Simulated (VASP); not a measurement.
# Be2C (Fm-3m) in VASP: further runs

The runs below take Be2C through single point, with PBE.

All numbers are computed with VASP 6.6.1; they aren't measurements. Logs are shortened: lines on timing, memory, paths and dates and some standing lists are left out, and cuts for length are marked.

## Step 1: The cell of the first run

It takes space group Fm-3m (No. 225, cubic). Conventional cell: a = 4.242 Å, b = 4.242 Å, c = 4.242 Å, α = 90.00°, β = 90.00°, γ = 90.00°. Be (site symmetry -43m) has 4 C at 1.84 Å and 6 Be at 2.12 Å within 2.4 Å. C (site symmetry m-3m) has 8 Be at 1.84 Å within 2.4 Å.

## Step 2: Single point, PBE

File INCAR:

```
PREC     = Accurate       # precision mode
ENCUT    = 600            # plane-wave cutoff, eV
EDIFF    = 1E-6           # SCF threshold, eV
ISMEAR   = 0              # smearing method
SIGMA    = 0.01           # smearing width, eV
LREAL    = False          # projectors in reciprocal space
LASPH    = True           # aspherical terms in the spheres
NELM     = 120            # most SCF steps
ALGO     = Normal         # electronic algorithm
ISIF     = 2              # what is computed and relaxed
LWAVE    = False          # write WAVECAR
LCHARG   = False          # write CHGCAR
GGA      = PE             # functional
NBANDS   = 11             # bands
GGA_COMPAT= False
```

File KPOINTS:

```
Automatic mesh
0
Gamma
  8 8 8
```

File POSCAR:

```
Be2C
1.0
    0.0000000000      2.1208039254      2.1208039254
    2.1208039254      0.0000000000      2.1208039254
    2.1208039254      2.1208039254      0.0000000000
Be C
2 1
Direct
    0.2500000000      0.2500000000      0.2500000000
    0.7500000000      0.7500000000      0.7500000000
    0.0000000000      0.0000000000      0.0000000000
```

Potentials or basis: VASP PAW PBE potentials, release 64 (Be, C).

On the command line:

```bash
$ cat potpaw_PBE.64/Be/POTCAR potpaw_PBE.64/C/POTCAR > POTCAR
$ mpirun -np 1 vasp_std > vasp.out
```

OUTCAR:

```text
PREC = Accurate
   ENCUT = 600
   EDIFF = 1E-6
   ISMEAR = 0
   LREAL = False
   LASPH = True
   NELM = 120
   ISIF = 2
   GGA = PE

 ion  position               nearest neighbor table
   1  0.250  0.250  0.250-   3 1.84   3 1.84   3 1.84   3 1.84   2 2.12   2 2.12   2 2.12   2 2.12
                             2 2.12   2 2.12
   2  0.750  0.750  0.750-   3 1.84   3 1.84   3 1.84   3 1.84   1 2.12   1 2.12   1 2.12   1 2.12
                             1 2.12   1 2.12
   3  0.000  0.000  0.000-   2 1.84   2 1.84   2 1.84   1 1.84   1 1.84   1 1.84   2 1.84   1 1.84

  LATTYP: Found a face centered cubic cell.
 ALAT       =     4.2416078508

  Lattice vectors:

 A1 = (   0.0000000000,   2.1208039254,   2.1208039254)
 A2 = (   2.1208039254,   0.0000000000,   2.1208039254)
 A3 = (   2.1208039254,   2.1208039254,   0.0000000000)

Analysis of symmetry for initial positions (statically):
=====================================================================
 Subroutine PRICEL returns:
 Original cell was already a primitive cell.

 Routine SETGRP: Setting up the symmetry group for a
 face centered cubic supercell.

 Subroutine GETGRP returns: Found 48 space group operations
 (whereof 48 operations were pure point group operations)
 out of a pool of 48 trial point group operations.

The static configuration has the point symmetry O_h .

Analysis of symmetry for dynamics (positions and initial velocities):
=====================================================================
 Subroutine PRICEL returns:
 Original cell was already a primitive cell.

 Routine SETGRP: Setting up the symmetry group for a
 face centered cubic supercell.

 Subroutine GETGRP returns: Found 48 space group operations
 (whereof 48 operations were pure point group operations)
 out of a pool of 48 trial point group operations.

The dynamic configuration has the point symmetry O_h .

 Subroutine INISYM returns: Found 48 space group operations
 (whereof 48 operations are pure point group operations),
 and found     1 'primitive' translations

----------------------------------------------------------------------------------------

                                     Primitive cell

  volume of cell :      19.0779

  direct lattice vectors                    reciprocal lattice vectors
     0.000000000  2.120803925  2.120803925    -0.235759654  0.235759654  0.235759654
     2.120803925  0.000000000  2.120803925     0.235759654 -0.235759654  0.235759654
     2.120803925  2.120803925  0.000000000     0.235759654  0.235759654 -0.235759654

  length of vectors
     2.999269674  2.999269674  2.999269674     0.408347699  0.408347699  0.408347699

  position of ions in fractional coordinates (direct lattice)
     0.250000000  0.250000000  0.250000000
     0.750000000  0.750000000  0.750000000
     0.000000000  0.000000000  0.000000000

  ion indices of the primitive-cell ions
   primitive index   ion index
                 1           1
                 2           2
                 3           3

----------------------------------------------------------------------------------------

 KPOINTS: Automatic mesh

Automatic generation of k-mesh.
 Grid dimensions read from file:
 generate k-points for:    8    8    8

 Generating k-lattice:

  Cartesian coordinates                     Fractional coordinates (reciprocal lattice)
    -0.029469957  0.029469957  0.029469957     0.125000000  0.000000000  0.000000000
     0.029469957 -0.029469957  0.029469957     0.000000000  0.125000000  0.000000000
     0.029469957  0.029469957 -0.029469957     0.000000000  0.000000000  0.125000000

  Length of vectors
     0.051043462  0.051043462  0.051043462

  Shift w.r.t. Gamma in fractional coordinates (k-lattice)
     0.000000000  0.000000000  0.000000000

 Subroutine IBZKPT returns following result:
 ===========================================

 Found     29 irreducible k-points:

 Following reciprocal coordinates:
            Coordinates               Weight
  0.000000  0.000000  0.000000      1.000000
  0.125000  0.000000  0.000000      8.000000
  0.250000  0.000000  0.000000      8.000000
  0.375000  0.000000  0.000000      8.000000
  0.500000  0.000000  0.000000      4.000000
  0.125000  0.125000  0.000000      6.000000
[... 16 lines left out ...]
  0.500000  0.250000  0.125000     48.000000
 -0.375000  0.250000  0.125000     24.000000
 [... further k-points ...]
   k-points           NKPTS =     29   k-points in BZ     NKDIM =     29   number of bands    NBANDS=     11
   number of dos      NEDOS =    301   number of ions     NIONS =      3
   total plane-waves  NPLWV =  13824
   dimension x,y,z NGX =    24 NGY =   24 NGZ =   24
   dimension x,y,z NGXF=    48 NGYF=   48 NGZF=   48
   ions per type =               2   1
   NGX,Y,Z   is equivalent  to a cutoff of  13.30, 13.30, 13.30 a.u.
   NGXF,Y,Z  is equivalent  to a cutoff of  26.61, 26.61, 26.61 a.u.
 SYSTEM =  unknown system
   PREC   = accura    normal or accurate (medium, high low for compatibility)
   ISTART =      0    job   : 0-new  1-cont  2-samecut
   ICHARG =      2    charge: 1-file 2-atom 10-const
   ISPIN  =      1    spin polarized calculation?
   LNONCOLLINEAR =      F non collinear calculations
   LSORBIT =      F    spin-orbit coupling
   LASPH  =      T    aspherical Exc in radial PAW
   ENCUT  =  600.0 eV  44.10 Ry    6.64 a.u.   5.99  5.99  5.99*2*pi/ulx,y,z
   NELM   =    120;   NELMIN=  2; NELMDL= -5     # of ELM steps
   EDIFF  = 0.1E-05   stopping-criterion for ELM
   LREAL  =      F    real-space projection
   EDIFFG = 0.1E-04   stopping-criterion for IOM
   NSW    =      0    number of steps for IOM
   IBRION =     -1    ionic relax: 0-MD 1-quasi-New 2-CG
   NFREE  =      0    steps in history (QN), initial steepest desc. (CG)
   ISIF   =      2    stress and relaxation
   ISYM   =      2    0-nonsym 1-usesym 2-fastsym
   POTIM  = 0.5000    time-step for ionic-motion
   TEBEG  =    0.0;   TEEND  =   0.0 temperature during run
   PSTRESS=    0.0 pullay stress
   NELECT =       8.0000    total number of electrons
   NUPDOWN=      -1.0000    fix difference up-down
   EMIN   =  10.00;   EMAX   =-10.00  energy-range for DOS
   EFERMI =   0.00;   METHOD = LEGACY
   ISMEAR =     0;   SIGMA  =   0.01  broadening in eV -4-tet -1-fermi 0-gaus
   EFERMI_NEDOS =   21; number of points for ismear=-14 and -15
   IALGO  =     38    algorithm
   IMIX   =      4    mixing-type and parameters
     AMIX     =   0.40;   BMIX     =  1.00
     AMIX_MAG =   1.60;   BMIX_MAG =  1.00
  volume/ion in A,a.u.               =       6.36        42.91
  Fermi-wavevector in a.u.,A,eV,Ry     =   1.225352  2.315580 20.428989  1.501488
  Thomas-Fermi vector in A             =   2.360393
   LORBIT       =      0    0 simple, 1 ext, 2 COOP (PROOUT), +10 PAW based schemes
   GGA     = PE    functional components
   LHFCALC =     F    Hartree Fock is set to
   AEXX    =    0.0000 exact exchange contribution
   IVDW    =     0    specifies the selected vdW correction
   LEPSILON=     F    determine dielectric tensor
   LRPA    =     F    only Hartree local field effects (RPA)
 non-spin polarized calculation
 Gauss-broadening in eV      SIGMA  =   0.01
  energy-cutoff  :      600.00
  volume of cell :       19.08
 maximum number of plane-waves:       652
   NGX = 11   NGY = 11   NGZ = 11

 number of electron       7.9999999 magnetization

 Free energy of the ion-electron system (eV)
  ---------------------------------------------------
  ext. energy  EPLUGINS =         0.00000000
  ---------------------------------------------------
  free energy    TOTEN  =       -17.40462841 eV

  energy without entropy =      -17.40462841  energy(sigma->0) =      -17.40462841

 E-fermi :   8.4429     XC(G=0): -11.6803

 val. band max:        8.3391195416   @ k =   0.0000   0.0000   0.0000
 cond. band min:       9.5218437444   @ k =   0.5000   0.5000   0.0000
 fundamental gap:      1.1827242028
 Fermi energy:         8.4428966626

 k-point     1 :       0.0000    0.0000    0.0000
  band No.  band energies     occupation
      1      -7.1563      2.00000
      2       8.3391      2.00000
      3       8.3391      2.00000
      4       8.3391      2.00000
      5      12.5817      0.00000
      6      12.5817      0.00000
      7      12.5817      0.00000
      8      15.7806      0.00000
      9      21.9920      0.00000
     10      21.9920      0.00000
     11      21.9920      0.00000

 k-point     2 :       0.1250    0.0000    0.0000
  band No.  band energies     occupation
      1      -6.8986      2.00000
      2       6.3804      2.00000
      3       7.8673      2.00000
      4       7.8673      2.00000
      5      13.2627      0.00000
      6      13.2627      0.00000
      7      13.8231      0.00000
      8      16.2856      0.00000
      9      20.5187      0.00000
     10      20.5187      0.00000
     11      22.6885      0.00000

 k-point     3 :       0.2500    0.0000    0.0000
  band No.  band energies     occupation
      1      -6.1410      2.00000
      2       3.3122      2.00000
      3       7.1053      2.00000
      4       7.1053      2.00000
      5      13.9975      0.00000
      6      13.9975      0.00000
      7      15.0033      0.00000
      8      17.4055      0.00000
      9      20.0135      0.00000
     10      20.0135      0.00000
     11      24.4317      0.00000

 k-point     4 :       0.3750    0.0000    0.0000
  band No.  band energies     occupation
      1      -4.9859      2.00000
      2       0.6048      2.00000
      3       6.5848      2.00000
      4       6.5848      2.00000
      5      13.7183      0.00000
      6      13.7183      0.00000
      7      15.7326      0.00000
      8      18.2437      0.00000
      9      21.8504      0.00000
     10      21.8504      0.00000
     11      25.9353      0.00000

 k-point     5 :       0.5000    0.0000    0.0000
  band No.  band energies     occupation
      1      -4.1404      2.00000
      2      -0.7767      2.00000
      3       6.4094      2.00000
      4       6.4094      2.00000
      5      13.4616      0.00000
      6      13.4616      0.00000
      7      16.0197      0.00000
      8      18.5463      0.00000
      9      23.5185      0.00000
     10      23.5185      0.00000
     11      26.5266      0.00000
[... 211 lines left out ...]
 k-point    21 :       0.5000    0.5000    0.0000
  band No.  band energies     occupation
      1      -3.3872      2.00000
      2       1.3387      2.00000
      3       3.3534      2.00000
      4       3.3534      2.00000
      5       9.5218      0.00000
      6      14.4945      0.00000
      7      22.2593      0.00000
      8      22.2593      0.00000
      9      24.5914      0.00000
     10      25.2075      0.00000
     11      25.2075      0.00000

 k-point    22 :       0.3750    0.2500    0.1250
  band No.  band energies     occupation
      1      -5.4986      2.00000
      2       3.1694      2.00000
      3       4.4645      2.00000
      4       6.3160      2.00000
      5      13.9855      0.00000
      6      14.4870      0.00000
      7      15.7950      0.00000
      8      17.5682      0.00000
      9      20.0841      0.00000
     10      24.5414      0.00000
     11      25.7012      0.00000

 k-point    23 :       0.5000    0.2500    0.1250
  band No.  band energies     occupation
      1      -4.4164      2.00000
      2       1.1096      2.00000
      3       3.9632      2.00000
      4       5.3498      2.00000
      5      13.7174      0.00000
      6      15.4859      0.00000
      7      16.8530      0.00000
      8      18.6824      0.00000
      9      21.1239      0.00000
     10      23.9231      0.00000
     11      26.4916      0.00000

 k-point    24 :      -0.3750    0.2500    0.1250
  band No.  band energies     occupation
      1      -3.6686      2.00000
      2      -0.0700      2.00000
      3       4.0531      2.00000
      4       4.7673      2.00000
      5      13.6636      0.00000
      6      15.2736      0.00000
      7      18.7018      0.00000
      8      19.4409      0.00000
      9      21.0325      0.00000
     10      22.6691      0.00000
     11      26.6729      0.00000

 [... further k-points ...]

------------------------ aborting loop because EDIFF is reached ----------------------------------------

  FORCE on cell =-STRESS in cart. coord.  units (eV):
  Direction    XX          YY          ZZ          XY          YZ          ZX
  --------------------------------------------------------------------------------------
  -------------------------------------------------------------------------------------
  Total        1.6598077      1.6598077      1.6598077     -0.0000000      0.0000000     -0.0000000
  in kB      139.3916649    139.3916649    139.3916649     -0.0000000      0.0000000     -0.0000000
  external PRESSURE =     139.3916649 kB  Pullay stress =       0.0000000 kB

 VOLUME and BASIS-vectors are now :
 -----------------------------------------------------------------------------
  energy-cutoff  :      600.00
  volume of cell :       19.08
      direct lattice vectors                 reciprocal lattice vectors
     0.000000000  2.120803925  2.120803925    -0.235759654  0.235759654  0.235759654
     2.120803925  0.000000000  2.120803925     0.235759654 -0.235759654  0.235759654
     2.120803925  2.120803925  0.000000000     0.235759654  0.235759654 -0.235759654

 POSITION                                       TOTAL-FORCE (eV/Angst)
 -----------------------------------------------------------------------------------
      1.06040      1.06040      1.06040         0.000000      0.000000     -0.000000
      3.18121      3.18121      3.18121        -0.000000     -0.000000      0.000000
      0.00000      0.00000      0.00000         0.000000      0.000000     -0.000000
 -----------------------------------------------------------------------------------
    total drift:                               -0.000000     -0.000000      0.000000

  FREE ENERGIE OF THE ION-ELECTRON SYSTEM (eV)
  ---------------------------------------------------
  free  energy   TOTEN  =       -17.4046284091 eV

  energy  without entropy=      -17.4046284091  energy(sigma->0) =      -17.40462841
```

Run time: 5.5 s. Hardware: 1 thread of AMD EPYC 7R13 (Zen 3), shared host; peak memory 0.1 GiB.

Results:

* Free energy: -17.4046 eV
* Pressure: 13.9 GPa
* Band gap on the k mesh: 1.18 eV (least direct gap 4.24 eV)

Caveat: the cell stands under pressure. PBE gaps usually lie below the measured ones, often by a third to a half.

## Step 3: Single point, PBE

This run uses another cell than the first one, of 6.49 Å³/atom.

File INCAR:

```
  ALGO = Normal
  EDIFF = 1E-6
  ENCUT = 600
  GGA = PE
  GGA_COMPAT = F
  ISIF = 2
  ISMEAR = 0
  LASPH = T
  LCHARG = F
  LREAL = F
  LWAVE = F
  NBANDS = 11
  NELM = 120
  PREC = Accurate
  SIGMA = 0.01
```

File KPOINTS:

```
k-points
0
Gamma
  8 8 8
```

File POSCAR:

```
Be2C
1.0
    0.0000000000      2.1357396564      2.1357396564
    2.1357396564      0.0000000000      2.1357396564
    2.1357396564      2.1357396564      0.0000000000
Be C
2 1
Direct
    0.2500000000      0.2500000000      0.2500000000
    0.7500000000      0.7500000000      0.7500000000
    0.0000000000      0.0000000000      0.0000000000
```

Potentials or basis: VASP PAW PBE potentials, release 64 (Be, C).

On the command line:

```bash
$ cat potpaw_PBE.64/Be/POTCAR potpaw_PBE.64/C/POTCAR > POTCAR
$ mpirun -np 1 vasp_std > vasp.out
```

Run time: 5.4 s. Hardware: 1 thread of AMD EPYC 7R13 (Zen 3), shared host; peak memory 0.1 GiB.

It converged, with:

* Free energy: -17.4338 eV
* Pressure: 8.9 GPa
* Band gap on the k mesh: 1.17 eV (least direct gap 4.20 eV)

Levels at points of the mesh, in eV from the valence-band top:
```tsv
k point	band 1	band 2	band 3	band 4	band 5	band 6	band 7	band 8	band 9
(0.00, 0.00, 0.00)	-15.34	0.00	0.00	0.00	4.20	4.20	4.20	7.20	13.49
(0.50, 0.00, 0.00)	-12.37	-8.98	-1.89	-1.89	5.08	5.08	7.45	10.07	14.95
(0.50, 0.50, 0.00)	-11.62	-6.92	-4.90	-4.90	1.17	6.01	13.69	13.69	15.92
```

Caveat: the cell stands under pressure. A k mesh can miss the band edges.

(Part 1 of 2 ends here.)
